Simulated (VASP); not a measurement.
BSe2:

```
B Se
1.0
     4.14487    0.00000    0.00000
     0.00000    4.14487    0.00000
     0.00000    0.00000    6.32425
B Se
2 4
Direct
  0.00000 0.50000 0.70000
  0.50000 0.00000 0.30000
  0.00000 0.00000 0.00000
  0.50000 0.50000 0.00000
  0.00000 0.50000 0.27000
  0.50000 0.00000 0.73000
```

- Program: VASP 6.6.1
- Task: relaxation of cell and atoms
- Functional: PBE
- Potentials or basis: VASP PAW PBE potentials, release 64 (B, Se)
- Cutoff: 600 eV
- k mesh: 4 × 4 × 4
- Occupations: gaussian, width 0.1 eV
- Spin: no spin polarisation

At the start: pressure 3.8 GPa; volume 18.11 Å³/atom.

Problem. Where does the relaxation end?

Solution. Over 38 steps the energy falls by 1405.3 meV/atom and the volume is 17.38 Å³/atom (-4.0 %); space group P4/nmm (No. 129, to 0.05 Å).

The path:
```csv
step,energy change (eV),largest force (eV/Å),pressure (GPa),volume (Å³)
1,0.0000,2.9131,3.83,108.65
2,-0.8514,2.3333,-2.56,115.56
3,-1.5779,1.9042,-8.43,126.69
4,-2.5416,1.7052,-9.11,150.38
5,-2.9014,2.7266,-5.02,147.45
6,-2.9074,2.3353,-5.62,147.77
7,-3.2161,2.4615,-5.54,142.82
8,-4.1230,2.9400,-4.54,128.64
9,-5.4954,3.9872,3.46,103.16
10,0.2875,4.0372,99.20,62.72
11,-5.0701,5.5131,10.28,97.63
12,-5.0412,5.8341,17.47,90.35
13,-5.1990,5.4291,17.46,89.23
14,-5.5387,4.1507,18.86,85.92
15,-5.4714,1.6621,26.85,79.54
16,-5.6284,3.0260,21.71,82.97
17,-5.8383,2.7427,18.62,84.42
18,-6.3080,1.9985,10.55,88.84
19,-6.6487,1.9485,-0.83,98.14
20,-6.7262,1.8626,-0.83,98.38
21,-6.9294,1.5125,-0.80,99.11
22,-7.1802,1.3478,-0.48,100.55
23,-6.8833,2.7974,2.18,103.40
24,-7.2059,1.5620,-0.16,101.22
25,-7.3051,1.3712,-0.59,101.53
26,-7.5837,0.9616,-2.03,102.42
27,-8.0077,0.5878,-3.46,104.16
28,-8.0454,1.4661,-3.11,107.44
29,-8.1637,0.8615,-3.83,105.91
30,-8.3207,0.7472,-0.52,102.90
31,-8.3393,0.7035,1.22,101.57
32,-8.3765,0.5733,0.65,102.53
33,-8.4227,0.2208,-0.67,105.21
34,-8.4228,0.2041,-0.72,105.34
35,-8.4273,0.1736,0.17,104.48
36,-8.4274,0.1445,0.06,104.60
37,-8.4292,0.1157,0.00,104.52
38,-8.4315,0.0300,-0.15,104.28
```

Final structure:
```
B Se
1.0
     4.22353    0.00000    0.00000
     0.00000    4.22353    0.00000
     0.00000    0.00000    5.84614
B Se
2 4
Direct
  0.00000 0.50000 0.87039
  0.50000 0.00000 0.12961
  0.00000 0.00000 0.00000
  0.50000 0.50000 0.00000
  0.00000 0.50000 0.52148
  0.50000 0.00000 0.47852
```

Caveat: the k points lie up to 0.37 Å⁻¹ apart in the final cell.
